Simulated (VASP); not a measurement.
Write the native input for VASP 6.6.1 that does the following.

```
Task                   : single point
Functional             : PBE
Potentials or basis    : VASP PAW PBE potentials, release 64 (Hf_pv, O)
Cutoff                 : 520 eV
k mesh                 : 1 × 1 × 1, shifted
Occupations            : fermi-dirac, width 0.01 eV
Spin                   : no spin polarisation
Dipole correction      : no
Further INCAR settings : ALGO = Normal; EDIFF = 1e-06; NBANDS = 109
```

The structure of Hf8O17 (a cell with a defect) lies in POSCAR:

```
Hf8O17
1.0
    0.0000000000      5.0697034800      5.1017273300
    5.2943205200      0.0000000000      5.1017273300
    5.2943205200      5.0697034800      0.0000000000
Hf O
8 17
Direct
    0.2733105562     -0.0056443499      0.0258416537
    0.7657426413      0.5024243111      0.4963950804
    0.3198132754      0.4812097381      0.9758248277
    0.8009577930      0.9814491080      0.4752772029
    0.2603241447      0.0324090618      0.5005909690
    0.7426325706      0.5669846566     -0.0396967847
    0.2696137619      0.4840035429      0.4757917662
    0.7885129449      1.0014165063      0.9649306313
    0.0572163797      0.3434424301      0.0235145746
    0.5403220755      0.7872349580      0.5747271621
    0.4366926519      0.4358531962      0.6608480666
    0.9436367154      0.9409418554      0.1682934049
    0.1187868793      0.4087038755      0.3261726748
    0.6182730135      0.9122101925      0.8244731015
    0.3893560347      0.6395137305      0.1090922493
    0.8790495845      0.1449171354      0.6135463888
    0.1764885803      0.8646854488      0.3880509457
    0.6746986849      0.3640924258      0.8925781847
    0.4217329601      0.1152937806      0.1173411713
    0.9246016477      0.6152450536      0.6208909104
    0.1827204545      0.1644464726      0.7382841010
    0.7140114090      0.6967566572      0.1912813794
    0.0999868864      0.7751686661      0.8403302384
    0.5173335112      0.2112311022      0.3933154090
    0.8631451743      0.3043043216      0.2292411993
```

One way to write it, as run:

INCAR

```
SYSTEM = Hf8O17
  PREC = Accurate
  ENCUT = 520
  EDIFF = 1E-6
  ISMEAR = -1
  SIGMA = 0.01
  LREAL = .FALSE.
  LASPH = .TRUE.
  NELM = 120
  ALGO = Normal
  ISIF = 2
  LWAVE = .FALSE.
  LCHARG = .FALSE.
  GGA = PE
  NBANDS = 109
  GGA_COMPAT = .FALSE.
```

KPOINTS

```
Automatic mesh
0
Gamma
  1 1 1
  0.25 0.25 0.25
```

Potentials or basis: VASP PAW PBE potentials, release 64 (Hf_pv, O).

The run is started by

```console
$ cat potpaw_PBE.64/Hf_pv/POTCAR potpaw_PBE.64/O/POTCAR > POTCAR
$ mpirun -np 1 vasp_std > vasp.out
```

It gave:

```json
{
 "Pressure": "-0.8 GPa",
 "Largest force": "0.225 eV/Å",
 "Band gap on the k mesh": "3.20 eV"
}
```

Caveat: spin-orbit coupling is left out, which moves the levels of the heavy elements.

Wall time 5.9 min on 1 thread of AMD EPYC 7R13, with other jobs on the host, peak memory 0.42 GiB.
